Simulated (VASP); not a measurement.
# NaP6 (Fm-3m) in VASP: a series of runs

Runs on NaP6. Level: PBE. Tasks: single point, relaxation of cell and atoms.

All numbers are computed with VASP 6.6.1; they aren't measurements. Logs are shortened: lines on timing, memory, paths and dates and some standing lists are left out, and cuts for length are marked.

## Step 1: The cell of the first run

The structure is cubic, space group Fm-3m (No. 225). Conventional cell: a = 9.101 Å, b = 9.101 Å, c = 9.101 Å, α = 90.00°, β = 90.00°, γ = 90.00°. Na (site symmetry m-3m) has 6 P at 2.88 Å within 3.8 Å. P (site symmetry 4mm) has 4 P at 2.37 Å and 1 Na at 2.88 Å within 3.1 Å.

## Step 2: Single point, PBE (atoms taken out)

Input file INCAR:

```
  PREC = Accurate
  ENCUT = 520
  EDIFF = 1E-6
  ISMEAR = 0
  SIGMA = 0.1
  LREAL = False
  LASPH = True
  NELM = 100
  ALGO = Normal
  ISIF = 2
  LWAVE = False
  LCHARG = False
  GGA = PE
  NBANDS = 28
```

Input file KPOINTS:

```
Automatic mesh
0
Gamma
  8 8 8
```

Input file POSCAR:

```
NaP6
1.0
    0.0000000000      4.5504117930      4.5504117930
    4.5504117930      0.0000000000      4.5504117930
    4.5504117930      4.5504117930      0.0000000000
Na P
1 6
Direct
    0.0000000000      0.0000000000      0.0000000000
    0.6838609467      0.3161390533      0.3161390533
    0.3161390533      0.6838609467      0.6838609467
    0.3161390533      0.6838609467      0.3161390533
    0.6838609467      0.3161390533      0.6838609467
    0.3161390533      0.3161390533      0.6838609467
    0.6838609467      0.6838609467      0.3161390533
```

Potentials or basis: VASP PAW PBE potentials, release 64 (Na_pv, P).

Command:

```sh
$ cat potpaw_PBE.64/Na_pv/POTCAR potpaw_PBE.64/P/POTCAR > POTCAR
$ mpirun -np 1 vasp_std > vasp.out
```

OUTCAR:

```text
PREC = Accurate
   ENCUT = 520
   EDIFF = 1E-6
   ISMEAR = 0
   LREAL = False
   LASPH = True
   NELM = 100
   ISIF = 2
   GGA = PE

 ion  position               nearest neighbor table
   1  0.000  0.000  0.000-
   2  0.684  0.316  0.316-   4 2.37   5 2.37   6 2.37   7 2.37
   3  0.316  0.684  0.684-   4 2.37   5 2.37   6 2.37   7 2.37
   4  0.316  0.684  0.316-   2 2.37   3 2.37   6 2.37   7 2.37
   5  0.684  0.316  0.684-   2 2.37   3 2.37   6 2.37   7 2.37
   6  0.316  0.316  0.684-   2 2.37   3 2.37   4 2.37   5 2.37
   7  0.684  0.684  0.316-   2 2.37   3 2.37   4 2.37   5 2.37

  LATTYP: Found a face centered cubic cell.
 ALAT       =     9.1008235860

  Lattice vectors:

 A1 = (   0.0000000000,   4.5504117930,   4.5504117930)
 A2 = (   4.5504117930,   0.0000000000,   4.5504117930)
 A3 = (   4.5504117930,   4.5504117930,   0.0000000000)

Analysis of symmetry for initial positions (statically):
=====================================================================
 Subroutine PRICEL returns:
 Original cell was already a primitive cell.

 Routine SETGRP: Setting up the symmetry group for a
 face centered cubic supercell.

 Subroutine GETGRP returns: Found 48 space group operations
 (whereof 48 operations were pure point group operations)
 out of a pool of 48 trial point group operations.

The static configuration has the point symmetry O_h .

Analysis of symmetry for dynamics (positions and initial velocities):
=====================================================================
 Subroutine PRICEL returns:
 Original cell was already a primitive cell.

 Routine SETGRP: Setting up the symmetry group for a
 face centered cubic supercell.

 Subroutine GETGRP returns: Found 48 space group operations
 (whereof 48 operations were pure point group operations)
 out of a pool of 48 trial point group operations.

The dynamic configuration has the point symmetry O_h .

 Subroutine INISYM returns: Found 48 space group operations
 (whereof 48 operations are pure point group operations),
 and found     1 'primitive' translations

----------------------------------------------------------------------------------------

                                     Primitive cell

  volume of cell :     188.4439

[... 92 lines left out ...]
   ISPIN  =      1    spin polarized calculation?
   LNONCOLLINEAR =      F non collinear calculations
   LSORBIT =      F    spin-orbit coupling
   LASPH  =      T    aspherical Exc in radial PAW
   ENCUT  =  520.0 eV  38.22 Ry    6.18 a.u.  11.97 11.97 11.97*2*pi/ulx,y,z
   NELM   =    100;   NELMIN=  2; NELMDL= -5     # of ELM steps
   EDIFF  = 0.1E-05   stopping-criterion for ELM
   LREAL  =      F    real-space projection
   EDIFFG = 0.1E-04   stopping-criterion for IOM
   NSW    =      0    number of steps for IOM
   IBRION =     -1    ionic relax: 0-MD 1-quasi-New 2-CG
   NFREE  =      0    steps in history (QN), initial steepest desc. (CG)
   ISIF   =      2    stress and relaxation
   ISYM   =      2    0-nonsym 1-usesym 2-fastsym
   POTIM  = 0.5000    time-step for ionic-motion
   TEBEG  =    0.0;   TEEND  =   0.0 temperature during run
   PSTRESS=    0.0 pullay stress
   NELECT =      37.0000    total number of electrons
   NUPDOWN=      -1.0000    fix difference up-down
   EMIN   =  10.00;   EMAX   =-10.00  energy-range for DOS
   EFERMI =   0.00;   METHOD = LEGACY
   ISMEAR =     0;   SIGMA  =   0.10  broadening in eV -4-tet -1-fermi 0-gaus
   EFERMI_NEDOS =   21; number of points for ismear=-14 and -15
   IALGO  =     38    algorithm
   IMIX   =      4    mixing-type and parameters
     AMIX     =   0.40;   BMIX     =  1.00
     AMIX_MAG =   1.60;   BMIX_MAG =  1.00
  volume/ion in A,a.u.               =      26.92       181.67
  Fermi-wavevector in a.u.,A,eV,Ry     =   0.951513  1.798099 12.318401  0.905377
  Thomas-Fermi vector in A             =   2.079990
   LORBIT       =      0    0 simple, 1 ext, 2 COOP (PROOUT), +10 PAW based schemes
   GGA     = PE    functional components
   LHFCALC =     F    Hartree Fock is set to
   AEXX    =    0.0000 exact exchange contribution
   IVDW    =     0    specifies the selected vdW correction
   LEPSILON=     F    determine dielectric tensor
   LRPA    =     F    only Hartree local field effects (RPA)
 non-spin polarized calculation
 Gauss-broadening in eV      SIGMA  =   0.10
  energy-cutoff  :      520.00
  volume of cell :      188.44
 maximum number of plane-waves:      5104
   NGX = 23   NGY = 23   NGZ = 23

 number of electron      36.9999990 magnetization

 Free energy of the ion-electron system (eV)
  ---------------------------------------------------
  ext. energy  EPLUGINS =         0.00000000
  ---------------------------------------------------
  free energy    TOTEN  =       -30.06916983 eV

  energy without entropy =      -30.05092455  energy(sigma->0) =      -30.06004719

 E-fermi :   3.0168     XC(G=0):  -7.8040

 val. band max:        3.0061368223   @ k =  -0.3750   0.2500   0.1250
 cond. band min:       3.0368729217   @ k =   0.3750   0.2500   0.1250
 fundamental gap:      0.0307360994
 Fermi energy:         3.0168165765

 k-point     1 :       0.0000    0.0000    0.0000
  band No.  band energies     occupation
      1     -21.5585      2.00000
      2     -21.5585      2.00000
      3     -21.5585      2.00000
      4     -13.1334      2.00000
      5      -8.3406      2.00000
      6      -8.3406      2.00000
[... 733 lines left out ...]
     27       6.5321      0.00000
     28       7.8617      0.00000

 [... further k-points ...]
[... 5 lines left out ...]
  --------------------------------------------------------------------------------------
  -------------------------------------------------------------------------------------
  Total       -0.3311158     -0.3311158     -0.3311158      0.0000000      0.0000000     -0.0000000
  in kB       -2.8151942     -2.8151942     -2.8151942      0.0000000      0.0000000     -0.0000000
  external PRESSURE =      -2.8151942 kB  Pullay stress =       0.0000000 kB

 VOLUME and BASIS-vectors are now :
 -----------------------------------------------------------------------------
  energy-cutoff  :      520.00
  volume of cell :      188.44
      direct lattice vectors                 reciprocal lattice vectors
     0.000000000  4.550411793  4.550411793    -0.109880165  0.109880165  0.109880165
     4.550411793  0.000000000  4.550411793     0.109880165 -0.109880165  0.109880165
     4.550411793  4.550411793  0.000000000     0.109880165  0.109880165 -0.109880165

 POSITION                                       TOTAL-FORCE (eV/Angst)
 -----------------------------------------------------------------------------------
      0.00000      0.00000      0.00000         0.000000      0.000000      0.000000
      2.87713      4.55041      4.55041         0.084504      0.000000      0.000000
      6.22370      4.55041      4.55041        -0.084504      0.000000      0.000000
      4.55041      2.87713      4.55041         0.000000      0.084504      0.000000
      4.55041      6.22370      4.55041         0.000000     -0.084504      0.000000
      4.55041      4.55041      2.87713         0.000000      0.000000      0.084504
      4.55041      4.55041      6.22370         0.000000      0.000000     -0.084504
 -----------------------------------------------------------------------------------
    total drift:                                0.000000      0.000000     -0.000000

  FREE ENERGIE OF THE ION-ELECTRON SYSTEM (eV)
  ---------------------------------------------------
  free  energy   TOTEN  =       -30.0691698262 eV

  energy  without entropy=      -30.0509245510  energy(sigma->0) =      -30.06004719
```

OSZICAR:

```text
N       E                     dE             d eps       ncg     rms          rms(c)
DAV:   1     0.212965341595E+03    0.21297E+03   -0.15113E+04  1624   0.111E+03
DAV:   2    -0.110860349036E+02   -0.22405E+03   -0.21512E+03  1964   0.237E+02
DAV:   3    -0.298174821439E+02   -0.18731E+02   -0.18447E+02  2116   0.730E+01
DAV:   4    -0.303209953982E+02   -0.50351E+00   -0.50031E+00  2088   0.128E+01
DAV:   5    -0.303376729929E+02   -0.16678E-01   -0.16668E-01  2348   0.231E+00    0.111E+01
DAV:   6    -0.301022400173E+02    0.23543E+00   -0.43879E-01  1960   0.251E+00    0.632E+00
DAV:   7    -0.300626596522E+02    0.39580E-01   -0.25245E-01  2096   0.192E+00    0.109E+00
DAV:   8    -0.300671453230E+02   -0.44857E-02   -0.27452E-02  2116   0.861E-01    0.227E-01
DAV:   9    -0.300680967607E+02   -0.95144E-03   -0.21121E-03  2056   0.237E-01    0.177E-01
DAV:  10    -0.300690362766E+02   -0.93952E-03   -0.48199E-04  1856   0.995E-02    0.798E-02
DAV:  11    -0.300691669393E+02   -0.13066E-03   -0.16950E-04  2188   0.736E-02    0.173E-02
DAV:  12    -0.300691690002E+02   -0.20610E-05   -0.13592E-05  2124   0.165E-02    0.540E-03
DAV:  13    -0.300691698262E+02   -0.82597E-06   -0.31829E-06  1684   0.896E-03
   1 F= -.30069170E+02 E0= -.30060047E+02  d E =-.182453E-01
```

stdout:

```text
POSCAR found type information on POSCAR NaP
 POSCAR found :  2 types and       7 ions
 scaLAPACK will be used
 LDA part: xc-table for (Slater+PW92), standard interpolation
 POSCAR, INCAR and KPOINTS ok, starting setup
 FFT: planning ... GRIDC
 FFT: planning ... GRID_SOFT
 FFT: planning ... GRID
 WAVECAR not read
 entering main loop
```

Run time: 62 s. Hardware: 1 thread of Intel Xeon 6975P-C (Granite Rapids), shared host; peak memory 0.37 GiB.

Results:

| Property | Result |
| --- | --- |
| Free energy | -30.0692 eV |
| Pressure | -0.3 GPa |
| Largest force | 0.085 eV/Å |
| Band gap on the k mesh | zero (an odd number of electrons rules out a gap without spin polarisation) |

Forces on the atoms (eV/Å):
```
Na   0.000  0.000  0.000
P    0.085  0.000  0.000
P   -0.085  0.000  0.000
P    0.000  0.085  0.000
P    0.000 -0.085  0.000
P    0.000  0.000  0.085
P    0.000  0.000 -0.085
```

Caveat: the cell differs from its parent crystal (atoms taken out).

## Step 3: Relaxation of cell and atoms, PBE (atoms taken out)

Input file INCAR:

```
  PREC = Accurate
  ENCUT = 600
  EDIFF = 1E-6
  ISMEAR = 0
  SIGMA = 0.1
  LREAL = F
  LASPH = T
  NELM = 100
  ALGO = Normal
  ISIF = 3
  LWAVE = F
  LCHARG = F
  GGA = PE
  IBRION = 2
  NSW = 100
  EDIFFG = -0.01
```

KPOINTS is that of step 2.

Input file POSCAR:

```
NaP6
1.0
    0.0000000000      4.5575903619      4.5575903619
    4.5575903619      0.0000000000      4.5575903619
    4.5575903619      4.5575903619      0.0000000000
Na P
1 6
Direct
    0.0000000000      0.0000000000      0.0000000000
    0.6835557150      0.3164442850      0.3164442850
    0.3164442850      0.6835557150      0.6835557150
    0.3164442850      0.6835557150      0.3164442850
    0.6835557150      0.3164442850      0.6835557150
    0.3164442850      0.3164442850      0.6835557150
    0.6835557150      0.6835557150      0.3164442850
```

Potentials or basis: VASP PAW PBE potentials, release 64 (Na_pv, P).

Command:

```sh
$ cat potpaw_PBE.64/Na_pv/POTCAR potpaw_PBE.64/P/POTCAR > POTCAR
$ mpirun -np 1 vasp_std > vasp.out
```

OUTCAR:

```text
PREC = Accurate
   ENCUT = 600
   EDIFF = 1E-6
   ISMEAR = 0
   LREAL = F
   LASPH = T
   NELM = 100
   ISIF = 3
   GGA = PE
   IBRION = 2
   NSW = 100
   EDIFFG = -0.01

 ion  position               nearest neighbor table
   1  0.000  0.000  0.000-
   2  0.684  0.316  0.316-   4 2.37   5 2.37   6 2.37   7 2.37
   3  0.316  0.684  0.684-   4 2.37   5 2.37   6 2.37   7 2.37
   4  0.316  0.684  0.316-   2 2.37   3 2.37   6 2.37   7 2.37
   5  0.684  0.316  0.684-   2 2.37   3 2.37   6 2.37   7 2.37
   6  0.316  0.316  0.684-   2 2.37   3 2.37   4 2.37   5 2.37
   7  0.684  0.684  0.316-   2 2.37   3 2.37   4 2.37   5 2.37

  LATTYP: Found a face centered cubic cell.
 ALAT       =     9.1151807238

  Lattice vectors:

 A1 = (   0.0000000000,   4.5575903619,   4.5575903619)
 A2 = (   4.5575903619,   0.0000000000,   4.5575903619)
 A3 = (   4.5575903619,   4.5575903619,   0.0000000000)

Analysis of symmetry for initial positions (statically):
=====================================================================
 Subroutine PRICEL returns:
 Original cell was already a primitive cell.

 Routine SETGRP: Setting up the symmetry group for a
 face centered cubic supercell.

 Subroutine GETGRP returns: Found 48 space group operations
 (whereof 48 operations were pure point group operations)
 out of a pool of 48 trial point group operations.

The static configuration has the point symmetry O_h .

Analysis of symmetry for dynamics (positions and initial velocities):
=====================================================================
 Subroutine PRICEL returns:
 Original cell was already a primitive cell.

 Routine SETGRP: Setting up the symmetry group for a
 face centered cubic supercell.

 Subroutine GETGRP returns: Found 48 space group operations
 (whereof 48 operations were pure point group operations)
[... 132 lines left out ...]
     AMIX_MAG =   1.60;   BMIX_MAG =  1.00
  volume/ion in A,a.u.               =      27.05       182.53
  Fermi-wavevector in a.u.,A,eV,Ry     =   0.950014  1.795267 12.279626  0.902527
  Thomas-Fermi vector in A             =   2.078351
   LORBIT       =      0    0 simple, 1 ext, 2 COOP (PROOUT), +10 PAW based schemes
   GGA     = PE    functional components
   LHFCALC =     F    Hartree Fock is set to
   AEXX    =    0.0000 exact exchange contribution
   IVDW    =     0    specifies the selected vdW correction
   LEPSILON=     F    determine dielectric tensor
   LRPA    =     F    only Hartree local field effects (RPA)
 conjugate gradient relaxation of ions
 non-spin polarized calculation
 Gauss-broadening in eV      SIGMA  =   0.10
  energy-cutoff  :      600.00
  volume of cell :      189.34
 maximum number of plane-waves:      6352
 NGX is ok and might be reduce to    54
   NGX = 25   NGY = 25   NGZ = 25

--------------------------------------- Ionic step        1  -------------------------------------------

 number of electron      37.0000001 magnetization

 Free energy of the ion-electron system (eV)
  ---------------------------------------------------
  ext. energy  EPLUGINS =         0.00000000
  ---------------------------------------------------
  free energy    TOTEN  =       -30.06973837 eV

  energy without entropy =      -30.05132986  energy(sigma->0) =      -30.06053411

------------------------ aborting loop because EDIFF is reached ----------------------------------------

  FORCE on cell =-STRESS in cart. coord.  units (eV):
  Direction    XX          YY          ZZ          XY          YZ          ZX
  --------------------------------------------------------------------------------------
  -------------------------------------------------------------------------------------
  Total       -0.3661072     -0.3661072     -0.3661072      0.0000000      0.0000000     -0.0000000
  in kB       -3.0980109     -3.0980109     -3.0980109      0.0000000      0.0000000     -0.0000000
  external PRESSURE =      -3.0980109 kB  Pullay stress =       0.0000000 kB
[... 192 lines left out ...]
--------------------------------------- Ionic step        6  -------------------------------------------

 number of electron      37.0000004 magnetization

 Free energy of the ion-electron system (eV)
  ---------------------------------------------------
  ext. energy  EPLUGINS =         0.00000000
  ---------------------------------------------------
  free energy    TOTEN  =       -30.07103962 eV

  energy without entropy =      -30.05279761  energy(sigma->0) =      -30.06191862

 E-fermi :   3.0349     XC(G=0):  -7.8086

 val. band max:        3.0242812707   @ k =  -0.3750   0.2500   0.1250
 cond. band min:       3.0548156548   @ k =   0.3750   0.2500   0.1250
 fundamental gap:      0.0305343841
 Fermi energy:         3.0348729325

 k-point     1 :       0.0000    0.0000    0.0000
  band No.  band energies     occupation
      1     -21.5387      2.00000
      2     -21.5387      2.00000
      3     -21.5387      2.00000
      4     -13.1763      2.00000
      5      -8.3511      2.00000
      6      -8.3511      2.00000
[... 589 lines left out ...]
     21       4.4488      0.00000
     22       4.6480      0.00000

 [... further k-points ...]
[... 5 lines left out ...]
  --------------------------------------------------------------------------------------
  -------------------------------------------------------------------------------------
  Total       -0.0077498     -0.0077498     -0.0077498     -0.0000000      0.0000000     -0.0000000
  in kB       -0.0660375     -0.0660375     -0.0660375     -0.0000000      0.0000000     -0.0000000
  external PRESSURE =      -0.0660375 kB  Pullay stress =       0.0000000 kB
[... 22 lines left out ...]
  FREE ENERGIE OF THE ION-ELECTRON SYSTEM (eV)
  ---------------------------------------------------
  free  energy   TOTEN  =       -30.0710396233 eV

  energy  without entropy=      -30.0527976081  energy(sigma->0) =      -30.06191862

 reached required accuracy - stopping structural energy minimisation
```

Run time: 4.4 min. Hardware: 1 thread of Intel Xeon 6975P-C (Granite Rapids), shared host; peak memory 0.47 GiB.

Results:

- Free energy: -30.0710 eV
- Relaxed volume: 26.86 Å³/atom
- Relaxed cell: a = 6.430 Å, b = 6.430 Å, c = 6.430 Å, α = 60.00°, β = 60.00°, γ = 60.00°
- Space group after relaxing (to 0.1 Å): Fm-3m (No. 225)
- Energy gained by relaxing: 0.2 meV/atom
- Ionic steps: 6
- Pressure after relaxing: 0.0 GPa
- Band gap on the k mesh: zero (an odd number of electrons rules out a gap without spin polarisation)

Forces on the atoms (eV/Å):
```
Na   0.000  0.000  0.000
P   -0.003  0.000  0.000
P    0.003  0.000  0.000
P    0.000 -0.003  0.000
P    0.000  0.003  0.000
P    0.000  0.000 -0.003
P    0.000  0.000  0.003
```

The path:
| step | energy change (eV) | largest force (eV/Å) | pressure (GPa) | volume (Å³) |
| --- | --- | --- | --- | --- |
| 1 | 0.0000 | 0.0736 | -0.31 | 189.34 |
| 2 | 0.0000 | 0.1062 | 0.25 | 187.91 |
| 3 | -0.0011 | 0.0155 | -0.03 | 188.62 |
| 4 | -0.0011 | 0.0131 | -0.03 | 188.63 |
| 5 | -0.0012 | 0.0108 | -0.03 | 188.48 |
| 6 | -0.0013 | 0.0025 | -0.01 | 188.02 |

Final structure:
```xyz
7
Lattice="0.0000 4.5470 4.5470 4.5470 0.0000 4.5470 4.5470 4.5470 0.0000" Properties=species:S:1:pos:R:3 pbc="T T T"
Na    0.0000    0.0000    0.0000
P     2.8774    4.5470    4.5470
P     6.2166    4.5470    4.5470
P     4.5470    2.8774    4.5470
P     4.5470    6.2166    4.5470
P     4.5470    4.5470    2.8774
P     4.5470    4.5470    6.2166
```

Caveat: the cell differs from its parent crystal (atoms taken out).

(Continued in part 2 of 2.)

The gap in the log of VASP goes by the Fermi energy; the results here count the filled bands.